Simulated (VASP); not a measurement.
# Ru (P6/mmm) in VASP: further runs

The runs below take Ru through single point, with RPBE.

Program: VASP 6.6.1. These are calculated values, not measurements. Logs are shortened: lines on timing, memory, paths and dates and some standing lists are left out, and cuts for length are marked.

### 1 The cell of the first run

The structure is hexagonal, space group P6/mmm (No. 191). Conventional cell: a = 4.290 Å, b = 4.290 Å, c = 2.698 Å, α = 90.00°, β = 90.00°, γ = 120.00°. Ru (site symmetry 6/mmm) has 14 Ru at 2.70 to 2.82 Å within 3.6 Å. Within 3.3 Å of Ru (site symmetry -6m2) lie 11 Ru at 2.48 to 2.82 Å.

This isn't the form of Ru at room conditions, which is hcp.

### 2 Single point, RPBE

INCAR

```
SYSTEM = Ru
PREC = Accurate ; ENCUT = 520
EDIFF = 1E-6 ; ISMEAR = -1
SIGMA = 0.1 ; LREAL = .FALSE.
LASPH = .TRUE. ; NELM = 80
ALGO = Normal ; ISIF = 2
LWAVE = .FALSE. ; LCHARG = .FALSE.
GGA = RP ; NBANDS = 28
```

KPOINTS

```
regular mesh
0
G
  9 9 12
  0 0 0
```

POSCAR

```
Ru
1.0
    4.2901099387      0.0000000000      0.0000000000
   -2.1450549693      3.7153441920      0.0000000000
    0.0000000000      0.0000000000      2.6977695973
Ru
3
Direct
    1.0000000000      0.0000000000      0.0000000000
    0.3333333333      0.6666666667      0.5000000000
    0.6666666667      0.3333333333      0.5000000000
```

Potentials or basis: VASP PAW PBE potentials, release 64 (Ru_pv).

Launch:

```console
> cat potpaw_PBE.64/Ru_pv/POTCAR > POTCAR
> mpirun -np 1 vasp_std > vasp.out
```

OUTCAR:

```text
SYSTEM = Ru
   PREC = Accurate
   ENCUT = 520
   EDIFF = 1E-6
   ISMEAR = -1
   LREAL = .FALSE.
   LASPH = .TRUE.
   NELM = 80
   ISIF = 2
   GGA = RP

 ion  position               nearest neighbor table
   1  0.000  0.000  0.000-   2 2.82   3 2.82   2 2.82   3 2.82   3 2.82   3 2.82   2 2.82   2 2.82
                             3 2.82   3 2.82   2 2.82   2 2.82
   2  0.333  0.667  0.500-   3 2.48   3 2.48   3 2.48   1 2.82   1 2.82   1 2.82   1 2.82   1 2.82
                             1 2.82
   3  0.667  0.333  0.500-   2 2.48   2 2.48   2 2.48   1 2.82   1 2.82   1 2.82   1 2.82   1 2.82
                             1 2.82

  LATTYP: Found a hexagonal cell.
 ALAT       =     4.2901099387
 C/A-ratio  =     0.6288346070

  Lattice vectors:

 A1 = (   4.2901099387,   0.0000000000,   0.0000000000)
 A2 = (  -2.1450549693,   3.7153441920,   0.0000000000)
 A3 = (   0.0000000000,   0.0000000000,   2.6977695973)

Analysis of symmetry for initial positions (statically):
=====================================================================
 Subroutine PRICEL returns:
 Original cell was already a primitive cell.

 Routine SETGRP: Setting up the symmetry group for a
 hexagonal supercell.

 Subroutine GETGRP returns: Found 24 space group operations
 (whereof 24 operations were pure point group operations)
 out of a pool of 24 trial point group operations.

The static configuration has the point symmetry D_6h.

Analysis of symmetry for dynamics (positions and initial velocities):
=====================================================================
 Subroutine PRICEL returns:
 Original cell was already a primitive cell.

 Routine SETGRP: Setting up the symmetry group for a
 hexagonal supercell.

 Subroutine GETGRP returns: Found 24 space group operations
 (whereof 24 operations were pure point group operations)
 out of a pool of 24 trial point group operations.

The dynamic configuration has the point symmetry D_6h.

 Subroutine INISYM returns: Found 24 space group operations
 (whereof 24 operations are pure point group operations),
 and found     1 'primitive' translations

----------------------------------------------------------------------------------------

                                     Primitive cell

  volume of cell :      43.0004

  direct lattice vectors                    reciprocal lattice vectors
     4.290109939  0.000000000  0.000000000     0.233094260  0.134577034  0.000000000
    -2.145054969  3.715344192  0.000000000     0.000000000  0.269154067  0.000000000
     0.000000000  0.000000000  2.697769597     0.000000000  0.000000000  0.370676577

  length of vectors
     4.290109939  4.290109939  2.697769597     0.269154067  0.269154067  0.370676577

  position of ions in fractional coordinates (direct lattice)
     0.000000000  0.000000000  0.000000000
     0.333333333  0.666666667  0.500000000
     0.666666667  0.333333333  0.500000000

  ion indices of the primitive-cell ions
   primitive index   ion index
                 1           1
                 2           2
                 3           3

----------------------------------------------------------------------------------------

 KPOINTS: regular mesh

Automatic generation of k-mesh.
 Grid dimensions read from file:
 generate k-points for:    9    9   12

 Generating k-lattice:

  Cartesian coordinates                     Fractional coordinates (reciprocal lattice)
     0.025899362  0.014953004  0.000000000     0.111111111  0.000000000  0.000000000
     0.000000000  0.029906007  0.000000000     0.000000000  0.111111111  0.000000000
     0.000000000  0.000000000  0.030889715     0.000000000  0.000000000  0.083333333

  Length of vectors
     0.029906007  0.029906007  0.030889715

  Shift w.r.t. Gamma in fractional coordinates (k-lattice)
     0.000000000  0.000000000  0.000000000

 Subroutine IBZKPT returns following result:
 ===========================================

 Found     84 irreducible k-points:

 Following reciprocal coordinates:
            Coordinates               Weight
  0.000000  0.000000  0.000000      1.000000
  0.111111  0.000000  0.000000      6.000000
  0.222222 -0.000000  0.000000      6.000000
  0.333333 -0.000000  0.000000      6.000000
  0.444444 -0.000000  0.000000      6.000000
  0.111111  0.111111  0.000000      6.000000
[... 16 lines left out ...]
  0.333333  0.222222  0.083333     24.000000
  0.333333  0.333333  0.083333      4.000000
 [... further k-points ...]
   k-points           NKPTS =     84   k-points in BZ     NKDIM =     84   number of bands    NBANDS=     28
   number of dos      NEDOS =    301   number of ions     NIONS =      3
   total plane-waves  NPLWV =  20480
   dimension x,y,z NGX =    32 NGY =   32 NGZ =   20
   dimension x,y,z NGXF=    64 NGYF=   64 NGZF=   40
   ions per type =               3
   NGX,Y,Z   is equivalent  to a cutoff of  12.40, 12.40, 12.32 a.u.
   NGXF,Y,Z  is equivalent  to a cutoff of  24.80, 24.80, 24.65 a.u.
 SYSTEM =  Ru
   PREC   = accura    normal or accurate (medium, high low for compatibility)
   ISTART =      0    job   : 0-new  1-cont  2-samecut
   ICHARG =      2    charge: 1-file 2-atom 10-const
   ISPIN  =      1    spin polarized calculation?
   LNONCOLLINEAR =      F non collinear calculations
   LSORBIT =      F    spin-orbit coupling
   LASPH  =      T    aspherical Exc in radial PAW
   ENCUT  =  520.0 eV  38.22 Ry    6.18 a.u.   7.98  7.98  5.02*2*pi/ulx,y,z
   NELM   =     80;   NELMIN=  2; NELMDL= -5     # of ELM steps
   EDIFF  = 0.1E-05   stopping-criterion for ELM
   LREAL  =      F    real-space projection
   EDIFFG = 0.1E-04   stopping-criterion for IOM
   NSW    =      0    number of steps for IOM
   IBRION =     -1    ionic relax: 0-MD 1-quasi-New 2-CG
   NFREE  =      0    steps in history (QN), initial steepest desc. (CG)
   ISIF   =      2    stress and relaxation
   ISYM   =      2    0-nonsym 1-usesym 2-fastsym
   POTIM  = 0.5000    time-step for ionic-motion
   TEBEG  =    0.0;   TEEND  =   0.0 temperature during run
   PSTRESS=    0.0 pullay stress
   NELECT =      42.0000    total number of electrons
   NUPDOWN=      -1.0000    fix difference up-down
   EMIN   =  10.00;   EMAX   =-10.00  energy-range for DOS
   EFERMI =   0.00;   METHOD = LEGACY
   ISMEAR =    -1;   SIGMA  =   0.10  broadening in eV -4-tet -1-fermi 0-gaus
   EFERMI_NEDOS =   21; number of points for ismear=-14 and -15
   IALGO  =     38    algorithm
   IMIX   =      4    mixing-type and parameters
     AMIX     =   0.40;   BMIX     =  1.00
     AMIX_MAG =   1.60;   BMIX_MAG =  1.00
  volume/ion in A,a.u.               =      14.33        96.73
  Fermi-wavevector in a.u.,A,eV,Ry     =   1.624303  3.069488 35.897088  2.638362
  Thomas-Fermi vector in A             =   2.717612
   LORBIT       =      0    0 simple, 1 ext, 2 COOP (PROOUT), +10 PAW based schemes
   GGA     = RP    functional components
   LHFCALC =     F    Hartree Fock is set to
   AEXX    =    0.0000 exact exchange contribution
   IVDW    =     0    specifies the selected vdW correction
   LEPSILON=     F    determine dielectric tensor
   LRPA    =     F    only Hartree local field effects (RPA)
 non-spin polarized calculation
  energy-cutoff  :      520.00
  volume of cell :       43.00
 maximum number of plane-waves:      1185
 NGX is ok and might be reduce to    32
   NGX = 15   NGY = 15   NGZ = 11

 number of electron      42.0000009 magnetization

 Free energy of the ion-electron system (eV)
  ---------------------------------------------------
  ext. energy  EPLUGINS =         0.00000000
  ---------------------------------------------------
  free energy    TOTEN  =       -25.07724163 eV

  energy without entropy =      -24.95755449  energy(sigma->0) =      -25.01739806

 E-fermi :  12.1358     XC(G=0): -13.6898

 val. band max:       12.1204788062   @ k =   0.3333   0.3333   0.2500
 cond. band min:      12.1484091457   @ k =   0.2222   0.2222   0.2500
 fundamental gap:      0.0279303395
 Fermi energy:        12.1357715852

 k-point     1 :       0.0000    0.0000    0.0000
  band No.  band energies     occupation
      1     -31.3924      2.00000
      2     -31.3924      2.00000
      3     -31.0119      2.00000
      4     -31.0119      2.00000
      5     -30.7722      2.00000
      6     -30.5425      2.00000
[... 20 lines left out ...]
     27      21.2414      0.00000
     28      21.3070      0.00000

 k-point     2 :       0.1111    0.0000    0.0000
  band No.  band energies     occupation
      1     -31.4200      2.00000
      2     -31.3951      2.00000
      3     -30.9777      2.00000
      4     -30.9706      2.00000
      5     -30.7640      2.00000
      6     -30.5471      2.00000
[... 20 lines left out ...]
     27      19.4639      0.00000
     28      21.7314      0.00000

 k-point     3 :       0.2222   -0.0000    0.0000
  band No.  band energies     occupation
      1     -31.4763      2.00000
      2     -31.3798      2.00000
      3     -30.9021      2.00000
      4     -30.8793      2.00000
      5     -30.7405      2.00000
      6     -30.6351      2.00000
[... 20 lines left out ...]
     27      17.6987      0.00000
     28      21.8597      0.00000

 k-point     4 :       0.3333   -0.0000    0.0000
  band No.  band energies     occupation
      1     -31.5274      2.00000
      2     -31.3207      2.00000
      3     -30.8224      2.00000
      4     -30.8182      2.00000
      5     -30.7591      2.00000
      6     -30.7057      2.00000
[... 578 lines left out ...]
     27      15.2350      0.00000
     28      22.6220      0.00000

 k-point    23 :       0.3333    0.2222    0.0833
  band No.  band energies     occupation
      1     -31.5016      2.00000
      2     -31.2405      2.00000
      3     -31.0376      2.00000
      4     -30.7474      2.00000
      5     -30.7381      2.00000
      6     -30.6650      2.00000
[... 20 lines left out ...]
     27      14.1870      0.00000
     28      22.6039      0.00000

 k-point    24 :       0.3333    0.3333    0.0833
  band No.  band energies     occupation
      1     -31.4879      2.00000
      2     -31.1596      2.00000
      3     -31.1596      2.00000
      4     -30.7327      2.00000
      5     -30.7327      2.00000
      6     -30.6463      2.00000
[... 20 lines left out ...]
     27      13.6537      0.00000
     28      22.6050      0.00000

 [... further k-points ...]
[... 5 lines left out ...]
  --------------------------------------------------------------------------------------
  -------------------------------------------------------------------------------------
  Total        0.0027471      0.0027471     -0.0299312      0.0000000      0.0000000     -0.0000000
  in kB        0.1023568      0.1023568     -1.1152240      0.0000000      0.0000000     -0.0000000
  external PRESSURE =      -0.3035034 kB  Pullay stress =       0.0000000 kB

 VOLUME and BASIS-vectors are now :
 -----------------------------------------------------------------------------
  energy-cutoff  :      520.00
  volume of cell :       43.00
      direct lattice vectors                 reciprocal lattice vectors
     4.290109939  0.000000000  0.000000000     0.233094260  0.134577034  0.000000000
    -2.145054969  3.715344192  0.000000000     0.000000000  0.269154067  0.000000000
     0.000000000  0.000000000  2.697769597     0.000000000  0.000000000  0.370676577

 POSITION                                       TOTAL-FORCE (eV/Angst)
 -----------------------------------------------------------------------------------
      0.00000      0.00000      0.00000         0.000000      0.000000      0.000000
     -0.00000      2.47690      1.34888         0.000000      0.000000     -0.000000
      2.14505      1.23845      1.34888        -0.000000      0.000000      0.000000
 -----------------------------------------------------------------------------------
    total drift:                               -0.000000      0.000000      0.000000

  FREE ENERGIE OF THE ION-ELECTRON SYSTEM (eV)
  ---------------------------------------------------
  free  energy   TOTEN  =       -25.0772416256 eV

  energy  without entropy=      -24.9575544860  energy(sigma->0) =      -25.01739806
```

Wall time 29 s (1 thread of Intel Xeon 6975P-C (Granite Rapids), shared host); peak memory 0.2 GiB.

What came out:

| Property | Result |
| --- | --- |
| Free energy | -25.0772 eV |
| Pressure | 0.0 GPa |
| Band gap on the k mesh | zero (bands 21 and 22 overlap by 2.33 eV) |

Caveat: the PAW data sets were made with another functional, which shifts forces and pressure a little.

### 3 Single point, RPBE (12.61 Å³/atom)

This run uses another cell than the first one, of 12.61 Å³/atom.

INCAR

```
PREC = Accurate ; ENCUT = 520
EDIFF = 1E-6 ; ISMEAR = -1
SIGMA = 0.1 ; LREAL = False
LASPH = True ; NELM = 80
ALGO = Normal ; ISIF = 2
LWAVE = False ; LCHARG = False
GGA = RP ; NBANDS = 28
```

KPOINTS

```
Automatic mesh
0
Gamma
  10 10 13
```

POSCAR

```
Ru
1.0
    4.1111435899      0.0000000000      0.0000000000
   -2.0555717949      3.5603547875      0.0000000000
    0.0000000000      0.0000000000      2.5852293636
Ru
3
Direct
    1.0000000000      0.0000000000      0.0000000000
    0.3333333333      0.6666666667      0.5000000000
    0.6666666667      0.3333333333      0.5000000000
```

Potentials or basis: VASP PAW PBE potentials, release 64 (Ru_pv).

Launch:

```console
> cat potpaw_PBE.64/Ru_pv/POTCAR > POTCAR
> mpirun -np 1 vasp_std > vasp.out
```

It took 30 s on 1 thread of Intel Xeon 6975P-C (Granite Rapids), shared host; peak memory 0.2 GiB.

Results (log left out):

| Quantity | Value |
| --- | --- |
| Free energy | -24.3820 eV |
| Pressure | 48.3 GPa |
| Band gap on the k mesh | zero (bands 21 and 22 overlap by 2.72 eV) |

Stress tensor (GPa, compression positive):
```
50.22  0.00  0.00
 0.00 50.22  0.00
 0.00  0.00 44.61
```

Levels at points of the mesh, in eV from the Fermi level:
```csv
k point,band 17,band 18,band 19,band 20,band 21,band 22,band 23,band 24,band 25,band 26
"(0.00, 0.00, 0.00)",-3.20,-2.46,-2.46,-1.69,-1.69,-1.57,-1.57,1.97,1.97,10.20
"(0.50, 0.00, 0.00)",-3.02,-2.81,-1.37,-1.30,0.49,0.93,0.94,0.98,1.48,1.48
```

Caveat: the cell stands under pressure; the PAW data sets were made with another functional, which shifts forces and pressure a little.

### 4 Single point, RPBE (13.19 Å³/atom)

This run uses another cell than the first one, of 13.19 Å³/atom.

INCAR

```
SYSTEM = Ru
PREC     = Accurate       ! precision mode
ENCUT    = 520            ! plane-wave cutoff, eV
EDIFF    = 1E-6           ! SCF threshold, eV
ISMEAR   = -1             ! smearing method
SIGMA    = 0.1            ! smearing width, eV
LREAL    = .FALSE.        ! projectors in reciprocal space
LASPH    = .TRUE.         ! aspherical terms in the spheres
NELM     = 80             ! most SCF steps
ALGO     = Normal         ! electronic algorithm
ISIF     = 2              ! what is computed and relaxed
LWAVE    = .FALSE.        ! write WAVECAR
LCHARG   = .FALSE.        ! write CHGCAR
GGA      = RP             ! functional
NBANDS   = 28             ! bands
```

KPOINTS

```
Automatic mesh
0
G
  10 10 13
  0 0 0
```

POSCAR

```
Ru
1.0
    4.1725129897      0.0000000000      0.0000000000
   -2.0862564948      3.6135022467      0.0000000000
    0.0000000000      0.0000000000      2.6238205660
Ru
3
Direct
    1.0000000000      0.0000000000      0.0000000000
    0.3333333333      0.6666666667      0.5000000000
    0.6666666667      0.3333333333      0.5000000000
```

Launch:

```console
> cat potpaw_PBE.64/Ru_pv/POTCAR > POTCAR
> mpirun -np 1 vasp_std > vasp.out
```

It took 37 s on 1 thread of Intel Xeon 6975P-C (Granite Rapids), shared host; peak memory 0.2 GiB.

The run converged. Its results:

| Item | Value |
| --- | --- |
| Free energy | -24.7905 eV |
| Pressure | 28.3 GPa |
| Band gap on the k mesh | zero (bands 21 and 22 overlap by 2.54 eV) |

Stress tensor (GPa, compression positive):
```
29.38  0.00  0.00
 0.00 29.38  0.00
 0.00  0.00 26.23
```

Levels at points of the mesh, in eV from the Fermi level:
| k point | band 18 | band 19 | band 20 | band 21 | band 22 | band 23 | band 24 | band 25 |
| --- | --- | --- | --- | --- | --- | --- | --- | --- |
| (0.00, 0.00, 0.00) | -2.30 | -2.30 | -1.57 | -1.57 | -1.46 | -1.46 | 1.82 | 1.82 |
| (0.50, 0.00, 0.00) | -2.66 | -1.28 | -1.20 | 0.44 | 0.86 | 0.88 | 0.91 | 1.40 |

Caveat: the cell stands under pressure; the PAW data sets were made with another functional, which shifts forces and pressure a little.

### 5 Summary

```tsv
cell	k mesh	gap on the mesh (eV)	pressure (GPa)
a = 4.290, b = 4.290, c = 2.698 Å, angles 90.0, 90.0, 120.0°, 3 atoms	9 × 9 × 12	none	0.0
a = 4.111, b = 4.111, c = 2.585 Å, angles 90.0, 90.0, 120.0°, 3 atoms	10 × 10 × 13	none	48.3
a = 4.173, b = 4.173, c = 2.624 Å, angles 90.0, 90.0, 120.0°, 3 atoms	10 × 10 × 13	none	28.3
```

Alike in all rows: task single point; level RPBE; potentials or basis VASP PAW PBE potentials, release 64 (Ru_pv); no spin polarisation; cutoff (eV) 520; smearing fermi-dirac 0.1 eV.

Caveats: the PAW data sets were made with another functional, which shifts forces and pressure a little; the cell stands under pressure (at least some runs).

Absolute energies hang on the potentials; compare differences alone.
